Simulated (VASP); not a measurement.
# Ti5Si (R32) in VASP: a series of runs

Ti5Si is run at these levels: PBEsol; tasks: single point, relaxation of cell and atoms.

Everything below comes from runs of VASP 6.6.1. Logs are shortened: lines on timing, memory, paths and dates and some standing lists are left out, and cuts for length are marked.

**1. The cell of the first run**

The structure is trigonal, space group R32 (No. 155). Conventional cell: a = 4.980 Å, b = 4.980 Å, c = 13.196 Å, α = 90.00°, β = 90.00°, γ = 120.00°. Within 3.7 Å of Ti (site symmetry 3) lie 12 Ti at 2.80 to 3.61 Å and 3 Si at 2.88 Å. Within 3.7 Å of Ti (site symmetry 2) lie 12 Ti at 2.65 to 3.61 Å and 2 Si at 2.68 Å. Si (site symmetry 32) has 12 Ti at 2.68 to 2.88 Å within 3.5 Å.

**2. Single point, PBEsol**

Contents of INCAR:

```
  PREC = Accurate
  ENCUT = 520
  EDIFF = 1E-6
  ISMEAR = 0
  SIGMA = 0.1
  LREAL = False
  LASPH = True
  NELM = 60
  ALGO = Fast
  ISIF = 2
  LWAVE = False
  LCHARG = False
  GGA = PS
  NBANDS = 41
```

Contents of KPOINTS:

```
regular mesh
0
Gamma
  6 6 6
```

Contents of POSCAR:

```
Ti5Si
1.0
    2.4901572970      1.4376929858      4.3985812800
   -2.4901572970      1.4376929858      4.3985812800
    0.0000000000     -2.8753859716      4.3985812800
Ti Si
5 1
Direct
    0.1512727144      0.1512727144      0.1512727144
    0.6045989958      0.3954010042      0.0000000000
    0.0000000000      0.6045989958      0.3954010042
    0.8487272856      0.8487272856      0.8487272856
    0.3954010042      0.0000000000      0.6045989958
    0.5000000000      0.5000000000      0.5000000000
```

Potentials or basis: VASP PAW PBE potentials, release 64 (Ti_sv, Si).

Command:

```sh
$ cat potpaw_PBE.64/Ti_sv/POTCAR potpaw_PBE.64/Si/POTCAR > POTCAR
$ mpirun -np 1 vasp_std > vasp.out
```

OUTCAR:

```text
PREC = Accurate
   ENCUT = 520
   EDIFF = 1E-6
   ISMEAR = 0
   LREAL = False
   LASPH = True
   NELM = 60
   ISIF = 2
   GGA = PS

 ion  position               nearest neighbor table
   1  0.151  0.151  0.151-   2 2.80   3 2.80   5 2.80   3 2.85   5 2.85   2 2.85   6 2.88   6 2.88
                             6 2.88   4 2.90   4 2.90   4 2.90
   2  0.605  0.395  0.000-   5 2.65   3 2.65   3 2.65   5 2.65   6 2.68   6 2.68   4 2.80   1 2.80
                             4 2.85   1 2.85
   3  0.000  0.605  0.395-   5 2.65   5 2.65   2 2.65   2 2.65   6 2.68   6 2.68   4 2.80   1 2.80
                             1 2.85   4 2.85
   4  0.849  0.849  0.849-   2 2.80   5 2.80   3 2.80   5 2.85   3 2.85   2 2.85   6 2.88   6 2.88
                             6 2.88   1 2.90   1 2.90   1 2.90
   5  0.395  0.000  0.605-   3 2.65   3 2.65   2 2.65   2 2.65   6 2.68   6 2.68   1 2.80   4 2.80
                             4 2.85   1 2.85
   6  0.500  0.500  0.500-   5 2.68   3 2.68   5 2.68   3 2.68   2 2.68   2 2.68   4 2.88   1 2.88
                             1 2.88   4 2.88   1 2.88   4 2.88

  LATTYP: Found a trigonal (rhomboedric) cell.
 ALAT       =     5.2550320420
 COS(alpha) =     0.5509105825

  Lattice vectors:

 A1 = (   2.4901572970,   1.4376929858,   4.3985812800)
 A2 = (  -2.4901572970,   1.4376929858,   4.3985812800)
 A3 = (   0.0000000000,  -2.8753859716,   4.3985812800)

Analysis of symmetry for initial positions (statically):
=====================================================================
 Subroutine PRICEL returns:
 Original cell was already a primitive cell.

 Routine SETGRP: Setting up the symmetry group for a
 trigonal (rhombohedral) supercell.

 Subroutine GETGRP returns: Found  6 space group operations
 (whereof  6 operations were pure point group operations)
 out of a pool of 12 trial point group operations.

The static configuration has the point symmetry D_3 .

Analysis of symmetry for dynamics (positions and initial velocities):
=====================================================================
 Subroutine PRICEL returns:
 Original cell was already a primitive cell.

 Routine SETGRP: Setting up the symmetry group for a
 trigonal (rhombohedral) supercell.

 Subroutine GETGRP returns: Found  6 space group operations
 (whereof  6 operations were pure point group operations)
 out of a pool of 12 trial point group operations.

The dynamic configuration has the point symmetry D_3 .

 Subroutine INISYM returns: Found  6 space group operations
 (whereof  6 operations are pure point group operations),
 and found     1 'primitive' translations

----------------------------------------------------------------------------------------

                                     Primitive cell

  volume of cell :      94.4837

  direct lattice vectors                    reciprocal lattice vectors
     2.490157297  1.437692986  4.398581280     0.200790529  0.115926466  0.075782011
    -2.490157297  1.437692986  4.398581280    -0.200790529  0.115926466  0.075782011
     0.000000000 -2.875385972  4.398581280     0.000000000 -0.231852931  0.075782011

  length of vectors
     5.255032042  5.255032042  5.255032042     0.243923543  0.243923543  0.243923543

  position of ions in fractional coordinates (direct lattice)
     0.151272714  0.151272714  0.151272714
     0.604598996  0.395401004  0.000000000
     1.000000000  0.604598996  0.395401004
     0.848727286  0.848727286  0.848727286
     0.395401004  1.000000000  0.604598996
     0.500000000  0.500000000  0.500000000

  ion indices of the primitive-cell ions
   primitive index   ion index
                 1           1
                 2           2
                 3           3
                 4           4
                 5           5
                 6           6

----------------------------------------------------------------------------------------

 KPOINTS: regular mesh

Automatic generation of k-mesh.
 Grid dimensions read from file:
 generate k-points for:    6    6    6

 Generating k-lattice:

  Cartesian coordinates                     Fractional coordinates (reciprocal lattice)
     0.033465088  0.019321078  0.012630335     0.166666667 -0.000000000  0.000000000
    -0.033465088  0.019321078  0.012630335    -0.000000000  0.166666667  0.000000000
     0.000000000 -0.038642155  0.012630335     0.000000000  0.000000000  0.166666667

  Length of vectors
     0.040653924  0.040653924  0.040653924

  Shift w.r.t. Gamma in fractional coordinates (k-lattice)
     0.000000000  0.000000000  0.000000000

 Subroutine IBZKPT returns following result:
 ===========================================

 Found     32 irreducible k-points:

 Following reciprocal coordinates:
            Coordinates               Weight
  0.000000  0.000000  0.000000      1.000000
  0.166667  0.000000  0.000000      6.000000
  0.333333  0.000000  0.000000      6.000000
  0.500000 -0.000000  0.000000      3.000000
  0.166667  0.166667  0.000000      6.000000
  0.333333  0.166667  0.000000     12.000000
[... 16 lines left out ...]
  0.500000  0.500000  0.166667      6.000000
 -0.333333  0.500000  0.166667     12.000000
 [... further k-points ...]
   k-points           NKPTS =     32   k-points in BZ     NKDIM =     32   number of bands    NBANDS=     41
   number of dos      NEDOS =    301   number of ions     NIONS =      6
   total plane-waves  NPLWV =  64000
   dimension x,y,z NGX =    40 NGY =   40 NGZ =   40
   dimension x,y,z NGXF=    80 NGYF=   80 NGZF=   80
   ions per type =               5   1
   NGX,Y,Z   is equivalent  to a cutoff of  12.65, 12.65, 12.65 a.u.
   NGXF,Y,Z  is equivalent  to a cutoff of  25.31, 25.31, 25.31 a.u.
 SYSTEM =  unknown system
   PREC   = accura    normal or accurate (medium, high low for compatibility)
   ISTART =      0    job   : 0-new  1-cont  2-samecut
   ICHARG =      2    charge: 1-file 2-atom 10-const
   ISPIN  =      1    spin polarized calculation?
   LNONCOLLINEAR =      F non collinear calculations
   LSORBIT =      F    spin-orbit coupling
   LASPH  =      T    aspherical Exc in radial PAW
   ENCUT  =  520.0 eV  38.22 Ry    6.18 a.u.   9.77  9.77  9.77*2*pi/ulx,y,z
   NELM   =     60;   NELMIN=  2; NELMDL= -5     # of ELM steps
   EDIFF  = 0.1E-05   stopping-criterion for ELM
   LREAL  =      F    real-space projection
   EDIFFG = 0.1E-04   stopping-criterion for IOM
   NSW    =      0    number of steps for IOM
   IBRION =     -1    ionic relax: 0-MD 1-quasi-New 2-CG
   NFREE  =      0    steps in history (QN), initial steepest desc. (CG)
   ISIF   =      2    stress and relaxation
   ISYM   =      2    0-nonsym 1-usesym 2-fastsym
   POTIM  = 0.5000    time-step for ionic-motion
   TEBEG  =    0.0;   TEEND  =   0.0 temperature during run
   PSTRESS=    0.0 pullay stress
   NELECT =      64.0000    total number of electrons
   NUPDOWN=      -1.0000    fix difference up-down
   EMIN   =  10.00;   EMAX   =-10.00  energy-range for DOS
   EFERMI =   0.00;   METHOD = LEGACY
   ISMEAR =     0;   SIGMA  =   0.10  broadening in eV -4-tet -1-fermi 0-gaus
   EFERMI_NEDOS =   21; number of points for ismear=-14 and -15
   IALGO  =     68    algorithm
   IMIX   =      4    mixing-type and parameters
     AMIX     =   0.40;   BMIX     =  1.00
     AMIX_MAG =   1.60;   BMIX_MAG =  1.00
  volume/ion in A,a.u.               =      15.75       106.27
  Fermi-wavevector in a.u.,A,eV,Ry     =   1.437747  2.716948 28.124837  2.067117
  Thomas-Fermi vector in A             =   2.556791
   LORBIT       =      0    0 simple, 1 ext, 2 COOP (PROOUT), +10 PAW based schemes
   GGA     = PS    functional components
   LHFCALC =     F    Hartree Fock is set to
   AEXX    =    0.0000 exact exchange contribution
   IVDW    =     0    specifies the selected vdW correction
   LEPSILON=     F    determine dielectric tensor
   LRPA    =     F    only Hartree local field effects (RPA)
 non-spin polarized calculation
 RMM-DIIS sequential band-by-band and
 Gauss-broadening in eV      SIGMA  =   0.10
  energy-cutoff  :      520.00
  volume of cell :       94.48
 maximum number of plane-waves:      2561
   NGX = 19   NGY = 19   NGZ = 19

 number of electron      64.0000003 magnetization

 Free energy of the ion-electron system (eV)
  ---------------------------------------------------
  ext. energy  EPLUGINS =         0.00000000
  ---------------------------------------------------
  free energy    TOTEN  =       -49.43540892 eV

  energy without entropy =      -49.40812869  energy(sigma->0) =      -49.42176880

 E-fermi :   9.0454     XC(G=0): -11.8971

 val. band max:        9.0424689028   @ k =  -0.3333   0.3333   0.1667
 cond. band min:       9.0912246086   @ k =   0.5000   0.5000   0.1667
 fundamental gap:      0.0487557058
 Fermi energy:         9.0454297893

 k-point     1 :       0.0000    0.0000    0.0000
  band No.  band energies     occupation
      1     -47.4149      2.00000
      2     -47.3236      2.00000
      3     -47.2000      2.00000
      4     -47.0460      2.00000
      5     -47.0460      2.00000
      6     -24.0600      2.00000
[... 33 lines left out ...]
     40      10.8859      0.00000
     41      10.9167      0.00000

 k-point     2 :       0.1667    0.0000    0.0000
  band No.  band energies     occupation
      1     -47.4073      2.00000
      2     -47.3276      2.00000
      3     -47.1936      2.00000
      4     -47.0564      2.00000
      5     -47.0460      2.00000
      6     -24.0529      2.00000
[... 33 lines left out ...]
     40      10.8821      0.00000
     41      11.1570      0.00000

 k-point     3 :       0.3333    0.0000    0.0000
  band No.  band energies     occupation
      1     -47.3891      2.00000
      2     -47.3386      2.00000
      3     -47.1760      2.00000
      4     -47.0821      2.00000
      5     -47.0461      2.00000
      6     -24.0550      2.00000
[... 875 lines left out ...]
      2     -47.3396      2.00000
      3     -47.1863      2.00000
      4     -47.0842      2.00000
      5     -47.0460      2.00000
      6     -24.0168      2.00000
[... 33 lines left out ...]
     40      10.9056      0.00000
     41      11.3476      0.00000

 k-point    24 :      -0.3333    0.5000    0.1667
  band No.  band energies     occupation
      1     -47.3678      2.00000
      2     -47.3492      2.00000
      3     -47.1646      2.00000
      4     -47.1054      2.00000
      5     -47.0459      2.00000
      6     -23.9893      2.00000
[... 33 lines left out ...]
     40      10.9545      0.00000
     41      11.2125      0.00000

 [... further k-points ...]

------------------------ aborting loop because EDIFF is reached ----------------------------------------

  FORCE on cell =-STRESS in cart. coord.  units (eV):
  Direction    XX          YY          ZZ          XY          YZ          ZX
  --------------------------------------------------------------------------------------
  -------------------------------------------------------------------------------------
  Total       -0.0925697     -0.0925697     -0.0788377      0.0000000      0.0000000      0.0000000
  in kB       -1.5697224     -1.5697224     -1.3368648      0.0000000      0.0000000      0.0000000
  external PRESSURE =      -1.4921032 kB  Pullay stress =       0.0000000 kB

 VOLUME and BASIS-vectors are now :
 -----------------------------------------------------------------------------
  energy-cutoff  :      520.00
  volume of cell :       94.48
      direct lattice vectors                 reciprocal lattice vectors
     2.490157297  1.437692986  4.398581280     0.200790529  0.115926466  0.075782011
    -2.490157297  1.437692986  4.398581280    -0.200790529  0.115926466  0.075782011
     0.000000000 -2.875385972  4.398581280     0.000000000 -0.231852931  0.075782011

 POSITION                                       TOTAL-FORCE (eV/Angst)
 -----------------------------------------------------------------------------------
      0.00000      0.00000      1.99616        -0.000000      0.000000      0.000083
      0.52094      1.43769      4.39858         0.001454      0.000000      0.000000
     -1.50555     -0.26770      4.39858        -0.000727      0.001259      0.000000
      0.00000      0.00000     11.19959        -0.000000      0.000000     -0.000083
      0.98461     -1.16999      4.39858        -0.000727     -0.001259      0.000000
      0.00000      0.00000      6.59787        -0.000000      0.000000      0.000000
 -----------------------------------------------------------------------------------
    total drift:                                0.000000      0.000000     -0.000000

  FREE ENERGIE OF THE ION-ELECTRON SYSTEM (eV)
  ---------------------------------------------------
  free  energy   TOTEN  =       -49.4354089207 eV

  energy  without entropy=      -49.4081286867  energy(sigma->0) =      -49.42176880
```

Wall time 7.4 min (1 thread of Intel Xeon Platinum 8488C (Sapphire Rapids), shared host); peak memory 0.29 GiB.

Results:

* Free energy: -49.4354 eV
* Pressure: -0.1 GPa
* Band gap on the k mesh: zero (bands 32 and 33 overlap by 0.51 eV)

Caveat: the PAW data sets were made with another functional, which shifts forces and pressure a little.

(Continued in part 2 of 2.)

The gap in the log of VASP goes by the Fermi energy; the results here count the filled bands.